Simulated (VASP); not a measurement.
# GaN (gallium nitride) (P6_3mc) in VASP: further runs

GaN (gallium nitride) is run at these levels: PBE; tasks: single point, relaxation of cell and atoms.

All numbers are computed with VASP 6.6.1; they aren't measurements. Logs are shortened: lines on timing, memory, paths and dates and some standing lists are left out, and cuts for length are marked.

## Step 1: The cell of the first run

It takes space group P6_3mc (No. 186, hexagonal). The conventional cell has a = 3.218 Å, b = 3.218 Å, c = 5.243 Å, α = 90.00°, β = 90.00°, γ = 120.00°. Ga (site symmetry 3m) has 4 N at 1.97 Å within 2.6 Å. N (site symmetry 3m) has 4 Ga at 1.97 Å within 2.6 Å.

## Step 2: Single point, PBE

File INCAR:

```
SYSTEM = GaN
PREC     = Accurate       ! precision mode
ENCUT    = 520            ! plane-wave cutoff, eV
EDIFF    = 1E-7           ! SCF threshold, eV
ISMEAR   = 0              ! smearing method
SIGMA    = 0.01           ! smearing width, eV
LREAL    = .False.        ! projectors in reciprocal space
LASPH    = .True.         ! aspherical terms in the spheres
NELM     = 60             ! most SCF steps
ALGO     = Normal         ! electronic algorithm
ISIF     = 2              ! what is computed and relaxed
LWAVE    = .False.        ! write WAVECAR
LCHARG   = .False.        ! write CHGCAR
GGA      = PE             ! functional
NBANDS   = 26             ! bands
```

File KPOINTS:

```
Automatic mesh
0
Gamma
  8 8 5
  0 0 0
```

File POSCAR:

```
GaN
1.0
    3.2181986023      0.0000000000      0.0000000000
   -1.6090993012      2.7870417440      0.0000000000
    0.0000000000      0.0000000000      5.2428452642
Ga N
2 2
Direct
    0.3333333333      0.6666666667      0.0001493318
    0.6666666667      0.3333333333      0.5001493318
    0.3333333333      0.6666666667      0.3768506682
    0.6666666667      0.3333333333      0.8768506682
```

Potentials or basis: VASP PAW PBE potentials, release 64 (Ga_d, N).

Launch:

```bash
> cat potpaw_PBE.64/Ga_d/POTCAR potpaw_PBE.64/N/POTCAR > POTCAR
> mpirun -np 1 vasp_std > vasp.out
```

OUTCAR:

```text
SYSTEM = GaN
   PREC = Accurate
   ENCUT = 520
   EDIFF = 1E-7
   ISMEAR = 0
   LREAL = .False.
   LASPH = .True.
   NELM = 60
   ISIF = 2
   GGA = PE

 ion  position               nearest neighbor table
   1  0.333  0.667  0.000-   4 1.97   4 1.97   4 1.97   3 1.97
   2  0.667  0.333  0.500-   3 1.97   3 1.97   3 1.97   4 1.97
   3  0.333  0.667  0.377-   2 1.97   2 1.97   2 1.97   1 1.97
   4  0.667  0.333  0.877-   1 1.97   1 1.97   1 1.97   2 1.97

  LATTYP: Found a hexagonal cell.
 ALAT       =     3.2181986023
 C/A-ratio  =     1.6291242127

  Lattice vectors:

 A1 = (   3.2181986023,   0.0000000000,   0.0000000000)
 A2 = (  -1.6090993012,   2.7870417440,   0.0000000000)
 A3 = (   0.0000000000,   0.0000000000,   5.2428452642)

Analysis of symmetry for initial positions (statically):
=====================================================================
 Subroutine PRICEL returns:
 Original cell was already a primitive cell.

 Routine SETGRP: Setting up the symmetry group for a
 hexagonal supercell.

 Subroutine GETGRP returns: Found 12 space group operations
 (whereof  6 operations were pure point group operations)
 out of a pool of 24 trial point group operations.

The static configuration has the point symmetry C_3v.
 The point group associated with its full space group is C_6v.

Analysis of symmetry for dynamics (positions and initial velocities):
=====================================================================
 Subroutine PRICEL returns:
 Original cell was already a primitive cell.

 Routine SETGRP: Setting up the symmetry group for a
 hexagonal supercell.

 Subroutine GETGRP returns: Found 12 space group operations
 (whereof  6 operations were pure point group operations)
 out of a pool of 24 trial point group operations.

The dynamic configuration has the point symmetry C_3v.
 The point group associated with its full space group is C_6v.

 Subroutine INISYM returns: Found 12 space group operations
 (whereof  6 operations are pure point group operations),
 and found     1 'primitive' translations

----------------------------------------------------------------------------------------

                                     Primitive cell

  volume of cell :      47.0244

  direct lattice vectors                    reciprocal lattice vectors
     3.218198602  0.000000000  0.000000000     0.310732843  0.179401690  0.000000000
    -1.609099301  2.787041744  0.000000000     0.000000000  0.358803381  0.000000000
     0.000000000  0.000000000  5.242845264     0.000000000  0.000000000  0.190736127

  length of vectors
     3.218198602  3.218198602  5.242845264     0.358803381  0.358803381  0.190736127

  position of ions in fractional coordinates (direct lattice)
     0.333333333  0.666666667  0.000149332
     0.666666667  0.333333333  0.500149332
     0.333333333  0.666666667  0.376850668
     0.666666667  0.333333333  0.876850668

  ion indices of the primitive-cell ions
   primitive index   ion index
                 1           1
                 2           2
                 3           3
                 4           4

----------------------------------------------------------------------------------------

 KPOINTS: Automatic mesh

Automatic generation of k-mesh.
 Grid dimensions read from file:
 generate k-points for:    8    8    5

 Generating k-lattice:

  Cartesian coordinates                     Fractional coordinates (reciprocal lattice)
     0.038841605  0.022425211  0.000000000     0.125000000 -0.000000000  0.000000000
     0.000000000  0.044850423  0.000000000     0.000000000  0.125000000  0.000000000
     0.000000000  0.000000000  0.038147225     0.000000000  0.000000000  0.200000000

  Length of vectors
     0.044850423  0.044850423  0.038147225

  Shift w.r.t. Gamma in fractional coordinates (k-lattice)
     0.000000000  0.000000000  0.000000000

 Subroutine IBZKPT returns following result:
 ===========================================

 Found     30 irreducible k-points:

 Following reciprocal coordinates:
            Coordinates               Weight
  0.000000  0.000000  0.000000      1.000000
  0.125000  0.000000  0.000000      6.000000
  0.250000  0.000000  0.000000      6.000000
  0.375000  0.000000  0.000000      6.000000
  0.500000  0.000000  0.000000      3.000000
  0.125000  0.125000  0.000000      6.000000
[... 16 lines left out ...]
  0.250000  0.000000  0.400000     12.000000
  0.375000  0.000000  0.400000     12.000000
 [... further k-points ...]
   k-points           NKPTS =     30   k-points in BZ     NKDIM =     30   number of bands    NBANDS=     26
   number of dos      NEDOS =    301   number of ions     NIONS =      4
   total plane-waves  NPLWV =  23040
   dimension x,y,z NGX =    24 NGY =   24 NGZ =   40
   dimension x,y,z NGXF=    48 NGYF=   48 NGZF=   80
   ions per type =               2   2
   NGX,Y,Z   is equivalent  to a cutoff of  12.40, 12.40, 12.68 a.u.
   NGXF,Y,Z  is equivalent  to a cutoff of  24.80, 24.80, 25.37 a.u.
 SYSTEM =  GaN
   PREC   = accura    normal or accurate (medium, high low for compatibility)
   ISTART =      0    job   : 0-new  1-cont  2-samecut
   ICHARG =      2    charge: 1-file 2-atom 10-const
   ISPIN  =      1    spin polarized calculation?
   LNONCOLLINEAR =      F non collinear calculations
   LSORBIT =      F    spin-orbit coupling
   LASPH  =      T    aspherical Exc in radial PAW
   ENCUT  =  520.0 eV  38.22 Ry    6.18 a.u.   5.98  5.98  9.75*2*pi/ulx,y,z
   NELM   =     60;   NELMIN=  2; NELMDL= -5     # of ELM steps
   EDIFF  = 0.1E-06   stopping-criterion for ELM
   LREAL  =      F    real-space projection
   EDIFFG = 0.1E-05   stopping-criterion for IOM
   NSW    =      0    number of steps for IOM
   IBRION =     -1    ionic relax: 0-MD 1-quasi-New 2-CG
   NFREE  =      0    steps in history (QN), initial steepest desc. (CG)
   ISIF   =      2    stress and relaxation
   ISYM   =      2    0-nonsym 1-usesym 2-fastsym
   POTIM  = 0.5000    time-step for ionic-motion
   TEBEG  =    0.0;   TEEND  =   0.0 temperature during run
   PSTRESS=    0.0 pullay stress
   NELECT =      36.0000    total number of electrons
   NUPDOWN=      -1.0000    fix difference up-down
   EMIN   =  10.00;   EMAX   =-10.00  energy-range for DOS
   EFERMI =   0.00;   METHOD = LEGACY
   ISMEAR =     0;   SIGMA  =   0.01  broadening in eV -4-tet -1-fermi 0-gaus
   EFERMI_NEDOS =   21; number of points for ismear=-14 and -15
   IALGO  =     38    algorithm
   IMIX   =      4    mixing-type and parameters
     AMIX     =   0.40;   BMIX     =  1.00
     AMIX_MAG =   1.60;   BMIX_MAG =  1.00
  volume/ion in A,a.u.               =      11.76        79.33
  Fermi-wavevector in a.u.,A,eV,Ry     =   1.497619  2.830089 30.515981  2.242861
  Thomas-Fermi vector in A             =   2.609483
   LORBIT       =      0    0 simple, 1 ext, 2 COOP (PROOUT), +10 PAW based schemes
   GGA     = PE    functional components
   LHFCALC =     F    Hartree Fock is set to
   AEXX    =    0.0000 exact exchange contribution
   IVDW    =     0    specifies the selected vdW correction
   LEPSILON=     F    determine dielectric tensor
   LRPA    =     F    only Hartree local field effects (RPA)
 non-spin polarized calculation
 Gauss-broadening in eV      SIGMA  =   0.01
  energy-cutoff  :      520.00
  volume of cell :       47.02
 maximum number of plane-waves:      1279
 NGX is ok and might be reduce to    24
   NGX = 11   NGY = 11   NGZ = 19

 number of electron      35.9999955 magnetization

 Free energy of the ion-electron system (eV)
  ---------------------------------------------------
  ext. energy  EPLUGINS =         0.00000000
  ---------------------------------------------------
  free energy    TOTEN  =       -24.32731496 eV

  energy without entropy =      -24.32731496  energy(sigma->0) =      -24.32731496

 E-fermi :   5.0900     XC(G=0): -11.5159

 val. band max:        5.0112553296   @ k =   0.0000   0.0000   0.0000
 cond. band min:       6.7277776849   @ k =   0.0000   0.0000   0.0000
 fundamental gap:      1.7165223553
 Fermi energy:         5.0900405130

 k-point     1 :       0.0000    0.0000    0.0000
  band No.  band energies     occupation
      1     -10.7258      2.00000
      2      -9.9020      2.00000
      3      -8.4100      2.00000
      4      -8.3956      2.00000
      5      -8.3956      2.00000
      6      -8.3398      2.00000
[... 18 lines left out ...]
     25      16.4999      0.00000
     26      16.4999      0.00000

 k-point     2 :       0.1250    0.0000    0.0000
  band No.  band energies     occupation
      1     -10.5854      2.00000
      2      -9.8688      2.00000
      3      -8.3943      2.00000
      4      -8.3760      2.00000
      5      -8.3448      2.00000
      6      -8.3205      2.00000
[... 18 lines left out ...]
     25      16.0525      0.00000
     26      16.8106      0.00000

 k-point     3 :       0.2500    0.0000    0.0000
  band No.  band energies     occupation
      1     -10.2623      2.00000
      2      -9.8062      2.00000
      3      -8.3587      2.00000
      4      -8.3414      2.00000
      5      -8.2799      2.00000
      6      -8.2463      2.00000
[... 18 lines left out ...]
     25      16.2750      0.00000
     26      17.4816      0.00000

 k-point     4 :       0.3750    0.0000    0.0000
  band No.  band energies     occupation
      1      -9.9952      2.00000
      2      -9.7670      2.00000
      3      -8.3454      2.00000
      4      -8.3284      2.00000
      5      -8.2470      2.00000
      6      -8.1962      2.00000
[... 18 lines left out ...]
     25      16.7452      0.00000
     26      17.9687      0.00000
[... 496 lines left out ...]
      1     -10.2469      2.00000
      2     -10.0174      2.00000
      3      -8.3709      2.00000
      4      -8.3610      2.00000
      5      -8.3522      2.00000
      6      -8.3411      2.00000
[... 18 lines left out ...]
     25      15.4194      0.00000
     26      15.9134      0.00000

 k-point    23 :       0.2500    0.0000    0.4000
  band No.  band energies     occupation
      1     -10.0258      2.00000
      2      -9.8845      2.00000
      3      -8.3471      2.00000
      4      -8.3221      2.00000
      5      -8.3103      2.00000
      6      -8.2807      2.00000
[... 18 lines left out ...]
     25      16.1273      0.00000
     26      16.7079      0.00000

 k-point    24 :       0.3750    0.0000    0.4000
  band No.  band energies     occupation
      1      -9.8629      2.00000
      2      -9.7934      2.00000
      3      -8.3524      2.00000
      4      -8.3210      2.00000
      5      -8.2750      2.00000
      6      -8.2289      2.00000
[... 18 lines left out ...]
     25      16.4475      0.00000
     26      17.3432      0.00000

 [... further k-points ...]
[... 5 lines left out ...]
  --------------------------------------------------------------------------------------
  -------------------------------------------------------------------------------------
  Total        0.0351229      0.0351229      0.0475216     -0.0000000      0.0000000      0.0000000
  in kB        1.1966777      1.1966777      1.6191156     -0.0000000      0.0000000      0.0000000
  external PRESSURE =       1.3374903 kB  Pullay stress =       0.0000000 kB

 VOLUME and BASIS-vectors are now :
 -----------------------------------------------------------------------------
  energy-cutoff  :      520.00
  volume of cell :       47.02
      direct lattice vectors                 reciprocal lattice vectors
     3.218198602  0.000000000  0.000000000     0.310732843  0.179401690  0.000000000
    -1.609099301  2.787041744  0.000000000     0.000000000  0.358803381  0.000000000
     0.000000000  0.000000000  5.242845264     0.000000000  0.000000000  0.190736127

 POSITION                                       TOTAL-FORCE (eV/Angst)
 -----------------------------------------------------------------------------------
     -0.00000      1.85803      0.00078        -0.000000      0.000000     -0.001642
      1.60910      0.92901      2.62221         0.000000     -0.000000     -0.001642
     -0.00000      1.85803      1.97577        -0.000000      0.000000      0.001642
      1.60910      0.92901      4.59719         0.000000     -0.000000      0.001642
 -----------------------------------------------------------------------------------
    total drift:                               -0.000001     -0.000001     -0.000418

  FREE ENERGIE OF THE ION-ELECTRON SYSTEM (eV)
  ---------------------------------------------------
  free  energy   TOTEN  =       -24.3273149606 eV

  energy  without entropy=      -24.3273149606  energy(sigma->0) =      -24.32731496
```

Wall time 67 s (1 thread of AMD EPYC 7R13, shared host); peak memory 0.14 GiB.

Results:

```
Free energy            : -24.3273 eV
Pressure               : 0.1 GPa
Band gap on the k mesh : 1.72 eV, direct
```

## Step 3: Relaxation of cell and atoms, PBE

This run uses another cell than the first one, of 11.43 Å³/atom, 0.973 times its volume.

File INCAR:

```
SYSTEM = GaN
PREC = Accurate
ENCUT = 600
EDIFF = 1E-7
ISMEAR = 0
SIGMA = 0.01
LREAL = .False.
LASPH = .True.
NELM = 60
ALGO = Normal
ISIF = 3
LWAVE = .False.
LCHARG = .False.
GGA = PE
IBRION = 2
NSW = 80
EDIFFG = -0.002
```

File KPOINTS:

```
regular mesh
0
Gamma
  8 8 5
  0 0 0
```

File POSCAR:

```
GaN
1.0
    3.1900000000      0.0000000000      0.0000000000
   -1.5950000000      2.7626210380      0.0000000000
    0.0000000000      0.0000000000      5.1900000000
Ga N
2 2
Direct
    0.3333333330      0.6666666670      0.0000000000
    0.6666666670      0.3333333330      0.5000000000
    0.3333333330      0.6666666670      0.3770000000
    0.6666666670      0.3333333330      0.8770000000
```

Potentials or basis: VASP PAW PBE potentials, release 64 (Ga_d, N).

Launch:

```bash
> cat potpaw_PBE.64/Ga_d/POTCAR potpaw_PBE.64/N/POTCAR > POTCAR
> mpirun -np 1 vasp_std > vasp.out
```

It took 6.5 min on 1 thread of AMD EPYC 7R13, shared host; peak memory 0.17 GiB.

It converged, with:

| Property | Result |
| --- | --- |
| Free energy | -24.3285 eV |
| Relaxed volume | 11.76 Å³/atom |
| Relaxed cell | a = 3.218 Å, b = 3.218 Å, c = 5.243 Å, α = 90.00°, β = 90.00°, γ = 120.00° |
| Space group after relaxing (to 0.05 Å) | P6_3mc (No. 186) |
| Energy gained by relaxing | 4.9 meV/atom |
| Ionic steps | 10 |
| Pressure after relaxing | 0.0 GPa |
| Band gap on the k mesh | 1.72 eV, direct |

The path:
```csv
step,energy change (eV),largest force (eV/Å),pressure (GPa),volume (Å³)
1,0.0000,0.0077,5.01,45.74
2,-0.0060,0.0017,-3.82,48.15
3,-0.0196,0.0048,-0.02,47.03
4,-0.0196,0.0048,0.08,47.00
5,-0.0196,0.0052,0.09,47.00
6,-0.0196,0.0055,0.08,47.00
7,-0.0196,0.0010,-0.04,47.04
8,-0.0197,0.0019,0.04,47.02
9,-0.0197,0.0003,-0.04,47.03
10,-0.0197,0.0012,0.00,47.03
```

Final structure:
```
Ga N
1.0
     3.21821    0.00000    0.00000
    -1.60911    2.78705    0.00000
     0.00000    0.00000    5.24315
Ga N
2 2
Direct
  0.33333 0.66667 0.00013
  0.66667 0.33333 0.50013
  0.33333 0.66667 0.37687
  0.66667 0.33333 0.87687
```

Levels at points of the mesh, in eV from the valence-band top:
```tsv
k point	band 15	band 16	band 17	band 18	band 19	band 20	band 21	band 22
(0.00, 0.00, 0.00)	-1.00	-0.04	0.00	0.00	1.72	4.07	9.02	9.73
(0.50, 0.00, 0.00)	-4.07	-2.64	-2.11	-0.96	4.98	5.37	5.98	8.35
```

As with any semilocal functional, this PBE gap is likely too small.
